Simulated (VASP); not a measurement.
Write the native input for VASP 6.6.1 that does the following.

* Task: single point
* Functional: PBE
* Dispersion: D3(BJ)
* Potentials or basis: VASP PAW PBE potentials, release 64 (O, H, N)
* Cutoff: 520 eV
* k mesh: 1 × 1 × 1
* Occupations: fermi-dirac, width 0.05 eV
* Spin: no spin polarisation
* Dipole correction: no
* Further INCAR settings: LREAL = Auto; ALGO = Normal; EDIFF = 1e-07; NBANDS = 56

The structure of H19NO8 lies in POSCAR:

```
H19NO8
1.0
    6.0659390000      0.0000000000      0.0000000000
    0.0000000000      6.0659390000      0.0000000000
    0.0000000000      0.0000000000      6.0659390000
O H N
8 19 1
Direct
    0.2752582906      0.3392549777      0.4463282601
    0.7641026393      0.5139682414      0.2640481548
    0.8003542403      0.2340115850      0.8194609276
    0.9619120799      0.7374455958      0.6185851852
    1.1482311312      0.4690947271      0.0739868963
   -0.1230147550      0.0863180457      0.3029209493
    0.5321847120      0.5976815791      0.7450618940
    0.4847064898      0.9646651574      0.4001029354
    0.3628622048      0.1919570902      0.4712872978
    0.1986831717      0.3512399317      0.2943814634
    0.6265147078      0.5884167315      0.2119045378
    0.7810991835      0.3476625795      0.2608334835
    0.7068485192      0.3663406440      0.8311491428
    0.6823345899      0.1348018831      0.8609219446
    1.0681281167      0.6148100072      0.6327297390
    0.9167418268      0.7336704177      0.4754910987
    1.0447681719      0.5564678445      0.1602060291
    1.0499116460      0.4150058219     -0.0385760556
   -0.0629745865      0.0944124232      0.4488999972
    0.0287012448      0.0577486849      0.1863685078
    0.4590550614      0.5129296552      0.6179587365
    0.6710420266      0.6727730035      0.6731191989
    0.6535014612      1.0042468281      0.3511410187
    0.4728534197      0.8439913425      0.5011919836
    0.3152520986      0.0801689565      0.9278200786
    0.2941671520     -0.1564967930      1.0434328469
    0.1087877738     -0.0779928713      0.8833422163
    0.2084425841     -0.0189583179      1.0106431997
```

The input as run:

INCAR

```
ALGO = Normal
EDIFF = 1E-7
ENCUT = 520
GGA = PE
ISIF = 2
ISMEAR = -1
IVDW = 12
LASPH = True
LCHARG = True
LELF = True
LREAL = Auto
LVHAR = True
LWAVE = False
NBANDS = 56
NELM = 80
PREC = Accurate
SIGMA = 0.05
```

KPOINTS

```
k-points
0
Gamma
  1 1 1
```

Potentials or basis: VASP PAW PBE potentials, release 64 (O, H, N).

Command:

```sh
$ cat potpaw_PBE.64/O/POTCAR potpaw_PBE.64/H/POTCAR potpaw_PBE.64/N/POTCAR > POTCAR
$ mpirun -np 1 vasp_gam > vasp.out
```

Results of the run:

* Pressure: -0.4 GPa
* Largest force: 4.389 eV/Å
* Band gap on the k mesh: 4.17 eV
* Dispersion energy per atom: -0.044 eV

Caveat: the k points lie up to 1.04 Å⁻¹ apart.

Run time: 19 s on 1 thread of AMD EPYC 9R45 96-Core Processor (Zen 5) (shared host), peak memory 0.28 GiB.
